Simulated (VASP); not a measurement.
Wanted: the native input for a VASP 6.6.1 run.

| Property | Result |
| --- | --- |
| Task | single point |
| Functional | PBE |
| Potentials or basis | VASP PAW PBE potentials, release 64 (Ti_sv, B) |
| Cutoff | 520 eV |
| k mesh | 6 × 6 × 4 |
| Occupations | gaussian, width 0.1 eV |
| Spin | no spin polarisation |
| Dipole correction | no |
| Further INCAR settings | ALGO = Normal; EDIFF = 1e-06; NBANDS = 20 |

The structure of TiB4 lies in POSCAR:

```
TiB4
1.0
    3.0450018828      0.0000000000      0.0000000000
   -1.5225009414      2.6370489851      0.0000000000
    0.0000000000      0.0000000000      5.7756876254
Ti B
1 4
Direct
    0.0000000000      0.0000000000      0.0000000000
    0.6666666667      0.3333333333      0.3005329451
    0.6666666667      0.3333333333      0.6994670549
    0.0000000000      0.0000000000      0.6412472236
    0.0000000000      0.0000000000      0.3587527764
```

One way to write it, as run:

INCAR

```
  ALGO = Normal
  EDIFF = 1E-6
  ENCUT = 520
  GGA = PE
  ISIF = 2
  ISMEAR = 0
  LASPH = T
  LCHARG = F
  LREAL = F
  LWAVE = F
  NBANDS = 20
  NELM = 60
  PREC = Accurate
  SIGMA = 0.1
```

KPOINTS

```
k-points
0
Gamma
  6 6 4
```

Potentials or basis: VASP PAW PBE potentials, release 64 (Ti_sv, B).

Launch:

```console
$ cat potpaw_PBE.64/Ti_sv/POTCAR potpaw_PBE.64/B/POTCAR > POTCAR
$ mpirun -np 1 vasp_std > vasp.out
```

Results of the run:

```
Pressure               : 0.0 GPa
Largest force          : 0.023 eV/Å
Band gap on the k mesh : zero (band 12 reaches 7.03 eV, above the bottom of band 13 at 5.73 eV)
```

Caveat: the k points lie up to 0.40 Å⁻¹ apart.

Run time: 8.8 s on 1 thread of Intel(R) Xeon(R) 6975P-C (Granite Rapids) (shared host), peak memory 0.17 GiB.
